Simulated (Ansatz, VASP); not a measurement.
**One calculation of Ti, two programs**

The input INCAR:

```
ALGO = Normal ; EDIFF = 1E-6
EDIFFG = -0.04 ; ENCUT = 600
GGA = PE ; IBRION = 2
ISIF = 3 ; ISMEAR = 0
LASPH = True ; LCHARG = False
LREAL = False ; LWAVE = False
NELM = 100 ; NSW = 90
PREC = Accurate ; SIGMA = 0.1
```

File KPOINTS:

```
k-points
0
Gamma
  6 6 6
```

The input POSCAR:

```
Ti
1.0
    1.5245660577      0.8802086238      7.3681320941
   -1.5245660577      0.8802086238      7.3681320941
    0.0000000000     -1.7604172477      7.3681320941
Ti
3
Direct
    0.0000000000      0.0000000000      0.0000000000
    0.2222200000      0.2222200000      0.2222200000
    0.7777800000      0.7777800000      0.7777800000
```

Input for Ansatz:

```yaml
crystal:
  lattice:
    - [1.5245660577, 0.8802086238, 7.3681320941]
    - [-1.5245660577, 0.8802086238, 7.3681320941]
    - [0.0, -1.7604172477, 7.3681320941]
  atoms:
    - { symbol: Ti, position: [0.0, 0.0, 0.0] }
    - { symbol: Ti, position: [0.22222, 0.22222, 0.22222] }
    - { symbol: Ti, position: [0.77778, 0.77778, 0.77778] }
basis:
  ecutwfc: 420
kpoints:
  mp_grid: { grid: [6, 6, 6] }
hamiltonian:
  xc: pbe
scf:
  occupations: { method: gaussian, width: 0.1 }
  lower_state_search: "off"
output:
  forces: true
  stress: true
  eigenvalues: true
relax:
  adjacent_minimum: "off"
  f_tol: 0.04
  max_steps: 70
  cell: { stress_tol: 0.4 }
```

Alike in both runs: task relaxation of cell and atoms; functional PBE; k mesh 6 × 6 × 6; occupations gaussian, width 0.1 eV; no spin polarisation.

|  | VASP | Ansatz |
| --- | --- | --- |
| version | VASP 6.6.1 | Ansatz 0.2.0 |
| potentials or method | VASP PAW PBE potentials, release 64 (Ti_sv), cutoff 600 eV | scalar-relativistic, plane waves, PAW |
| valence electrons in the cell | 36 | 36 |

```tsv
	VASP	Ansatz	Ansatz less VASP
gap on the k mesh at the Fermi level, each at its own relaxed structure (eV)	none	none	-
relaxed volume (Å³/atom)	17.44	17.45	+0.011
relaxed cell length with the largest relative difference (Å)	7.263	7.265	+0.0014
```

A gap of «none» marks a metal or a gap that the smearing closes.

The k mesh is coarse, so the values compare programs but aren't converged.
